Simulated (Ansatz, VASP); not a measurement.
# One calculation of RePb, two programs

File INCAR:

```
SYSTEM = RePb
PREC = Accurate ; ENCUT = 520
EDIFF = 1E-7 ; ISMEAR = 0
SIGMA = 0.1 ; LREAL = .FALSE.
LASPH = .TRUE. ; NELM = 100
ALGO = Normal ; ISIF = 2
LWAVE = .FALSE. ; LCHARG = .FALSE.
GGA = PE ; NBANDS = 18
```

KPOINTS

```
regular mesh
0
G
  6 6 6
  0 0 0
```

POSCAR

```
RePb
1.0
    3.5939039314      0.0000000000      0.0000000000
    0.0000000000      3.5939039314      0.0000000000
    0.0000000000      0.0000000000      3.5939039314
Re Pb
1 1
Direct
    0.0000000000      0.0000000000      0.0000000000
    0.5000000000      0.5000000000      0.5000000000
```

Input for Ansatz:

```yaml
crystal:
  lattice:
    - [3.5939039314, 0.0, 0.0]
    - [0.0, 3.5939039314, 0.0]
    - [0.0, 0.0, 3.5939039314]
  atoms:
    - { symbol: Re, position: [0.0, 0.0, 0.0] }
    - { symbol: Pb, position: [0.5, 0.5, 0.5] }
basis:
  ecutwfc: 420
kpoints:
  mp_grid: { grid: [6, 6, 6] }
hamiltonian:
  xc: pbe
scf:
  occupations: { method: gaussian, width: 0.1 }
  lower_state_search: "off"
output:
  forces: true
  stress: true
  eigenvalues: true
```

Alike in both runs: task single point; functional PBE; k mesh 6 × 6 × 6; occupations gaussian, width 0.1 eV; no spin polarisation.

|  | VASP | Ansatz |
| --- | --- | --- |
| version | VASP 6.6.1 | Ansatz 0.2.0 |
| potentials or method | VASP PAW PBE potentials, release 64 (Re, Pb_d), cutoff 520 eV | scalar-relativistic, plane waves, PAW |
| valence electrons in the cell | 21 | 29 |

|  | VASP | Ansatz | Ansatz less VASP |
| --- | --- | --- | --- |
| gap on the k mesh at the Fermi level (eV) | none | none | - |
| pressure (GPa) | -18.6 | -18.4 | +0.13 |

A gap of «none» marks a metal or a gap that the smearing closes. VASP's potentials hold 21 valence electrons a cell and Ansatz's 29, so a difference there can come from the potentials and not from the codes.

Spin-orbit coupling is off throughout.
